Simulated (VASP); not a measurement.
Wanted: the native input for a VASP 6.6.1 run.

* Task: single point
* Functional: PBE
* Potentials or basis: VASP PAW PBE potentials, release 64 (As)
* Cutoff: 520 eV
* k mesh: 8 × 8 × 6
* Occupations: gaussian, width 0.1 eV
* Spin: no spin polarisation
* Dipole correction: no
* Further INCAR settings: ALGO = Normal; EDIFF = 1e-06; NBANDS = 8

The structure of As lies in POSCAR:

```
As
1.0
    1.4143047689     -2.6785862120      0.0000000000
    1.4143047689      2.6785862120      0.0000000000
    0.0000000000      0.0000000000      2.6886894448
As
1
Direct
    0.5000000000      0.5000000000      0.0000000000
```

These files were run (other wordings do the same):

INCAR

```
PREC     = Accurate       # precision mode
ENCUT    = 520            # plane-wave cutoff, eV
EDIFF    = 1E-6           # SCF threshold, eV
ISMEAR   = 0              # smearing method
SIGMA    = 0.1            # smearing width, eV
LREAL    = False          # projectors in reciprocal space
LASPH    = True           # aspherical terms in the spheres
NELM     = 80             # most SCF steps
ALGO     = Normal         # electronic algorithm
ISIF     = 2              # what is computed and relaxed
LWAVE    = False          # write WAVECAR
LCHARG   = False          # write CHGCAR
GGA      = PE             # functional
NBANDS   = 8              # bands
```

KPOINTS

```
Automatic mesh
0
Gamma
  8 8 6
```

Potentials or basis: VASP PAW PBE potentials, release 64 (As).

The run is started by

```sh
$ cat potpaw_PBE.64/As/POTCAR > POTCAR
$ mpirun -np 1 vasp_std > vasp.out
```

It gave:

- Pressure: 0.2 GPa

Caveat: the k points lie up to 0.39 Å⁻¹ apart.

Run time: 8 s on 1 thread of Intel Xeon 6975P-C, on a shared host, peak memory 0.13 GiB.
